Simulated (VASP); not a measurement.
A run of VASP 6.6.1:

The input INCAR:

```
PREC = Accurate ; ENCUT = 650
EDIFF = 1E-6 ; ISMEAR = -1
SIGMA = 0.05 ; LREAL = Auto
LASPH = T ; NELM = 120
ALGO = Normal ; ISIF = 2
LWAVE = F ; LCHARG = F
GGA = PS ; NBANDS = 196
NELECT = 318.0 ; ISYM = -1
GGA_COMPAT = F
```

KPOINTS

```
explicit points
1
Reciprocal
  0.25000000   0.25000000   0.25000000 1
```

The input POSCAR:

```
Li31Cl32
1.0
   10.1327090000      0.0000000000      0.0000000000
    0.0000000000     10.1327090000      0.0000000000
    0.0000000000      0.0000000000     10.1327090000
Cl Li
32 31
Direct
    0.2492040000      0.0004130000      0.0003730000
    0.2477030000      0.0004900000      0.5003790000
    0.2476980000      0.5004340000      0.0003920000
    0.2402770000      0.5001770000      0.5004260000
    0.7511690000      0.0005380000      0.0003130000
    0.7526430000      0.0005330000      0.5003480000
    0.7526530000      0.5005620000      0.0003360000
    0.7599200000      0.5007010000      0.5002320000
    0.0001640000      0.2495940000      0.0003030000
    0.0001840000      0.2480060000      0.5002660000
    0.0000740000      0.7514870000      0.0002100000
    0.0001710000      0.7529060000      0.5002040000
    0.5001150000      0.2480560000      0.0004290000
    0.5003370000      0.2406820000      0.5004870000
    0.5000040000      0.7529500000      0.0003530000
    0.5000890000      0.7603210000      0.5004000000
    0.0001800000      0.0006950000      0.2494080000
    0.0001760000      0.0003700000      0.7512960000
    0.0001830000      0.5007250000      0.2477900000
    0.0001410000      0.5003400000      0.7527380000
    0.5001890000      0.0004850000      0.2479960000
    0.5001790000      0.0005730000      0.7529450000
    0.5000990000      0.5005660000      0.2406210000
    0.5002590000      0.5005760000      0.7602270000
    0.2495890000      0.2497720000      0.2496260000
    0.2496070000      0.2496760000      0.7510120000
    0.2494820000      0.7511860000      0.2498900000
    0.2493740000      0.7510370000      0.7511070000
    0.7509390000      0.2499800000      0.2496600000
    0.7509900000      0.2498960000      0.7509840000
    0.7508590000      0.7513150000      0.2495550000
    0.7507500000      0.7512640000      0.7508950000
    0.0003710000      0.0006750000      0.0004590000
    0.0001410000      0.0004410000      0.5004250000
    0.0002540000      0.5006760000      0.0001980000
    0.0000880000      0.5004540000      0.5001470000
    0.5002540000      0.0005700000      0.0005620000
    0.5003290000      0.0005110000      0.5006730000
    0.5001980000      0.5006280000      0.0004400000
    0.2516530000      0.2519550000      0.0003810000
    0.2561520000      0.2555500000      0.5002100000
    0.2513750000      0.7488210000      0.0006450000
    0.2558020000      0.7441380000      0.5007670000
    0.7484820000      0.2522430000      0.0003930000
    0.7447270000      0.2566280000      0.5003860000
    0.7482950000      0.7489660000      0.0001650000
    0.7443330000      0.7451260000      0.5002080000
    0.2517660000      0.0004170000      0.2519920000
    0.2517700000      0.0003040000      0.7487770000
    0.2558250000      0.5005100000      0.2563150000
    0.2561340000      0.5000390000      0.7447030000
    0.7487080000      0.0008380000      0.2518620000
    0.7487070000      0.0007750000      0.7488890000
    0.7442350000      0.5008940000      0.2560230000
    0.7445470000      0.5007300000      0.7443880000
    0.0003730000      0.2527340000      0.2517820000
    0.0005030000      0.2518130000      0.7487580000
    0.0001640000      0.7495160000      0.2516860000
    0.9999600000      0.7486630000      0.7485700000
    0.5002940000      0.2564840000      0.2564750000
    0.5004930000      0.2564330000      0.7448060000
    0.5001470000      0.7450000000      0.2562070000
    0.4999660000      0.7449210000      0.7445930000
```

Potentials or basis: VASP PAW PBE potentials, release 64 (Cl, Li_sv).

Launch:

```sh
$ cat potpaw_PBE.64/Cl/POTCAR potpaw_PBE.64/Li_sv/POTCAR > POTCAR
$ mpirun -np 1 vasp_std > vasp.out
```

Hardware: 1 thread of Intel(R) Xeon(R) Platinum 8259CL CPU @ 2.50GHz (Skylake/Cascade Lake), with other jobs on the host.

**Question.** How long does it take, and how much memory?

**Answer.** It took 8.7 min on 1 thread of Intel(R) Xeon(R) Platinum 8259CL CPU @ 2.50GHz (Skylake/Cascade Lake) (shared host), peak memory 1.1 GiB. Counts: scf iterations 15, k points 1.
